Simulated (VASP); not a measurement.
Here is a VASP 6.6.1 calculation.

INCAR

```
SYSTEM = BiS
PREC = Accurate
ENCUT = 520
EDIFF = 1E-6
ISMEAR = 0
SIGMA = 0.05
LREAL = .FALSE.
LASPH = .TRUE.
NELM = 60
ALGO = Normal
ISIF = 2
LWAVE = .FALSE.
LCHARG = .FALSE.
GGA = PS
NBANDS = 18
```

KPOINTS

```
regular mesh
0
G
  10 10 10
  0 0 0
```

Contents of POSCAR:

```
BiS
1.0
    3.5798271504      0.0000000000      0.0000000000
    0.0000000000      3.5798271504      0.0000000000
    0.0000000000      0.0000000000      3.5798271504
Bi S
1 1
Direct
    0.0000000000      0.0000000000      0.0000000000
    0.5000000000      0.5000000000      0.5000000000
```

Potentials or basis: VASP PAW PBE potentials, release 64 (Bi_d, S).

Run with:

```console
$ cat potpaw_PBE.64/Bi_d/POTCAR potpaw_PBE.64/S/POTCAR > POTCAR
$ mpirun -np 1 vasp_std > vasp.out
```

(1) What does it give for the pressure?

## Answers

(1) -3.7 GPa.

Caveat: the PAW data sets were made with another functional, which shifts forces and pressure a little.
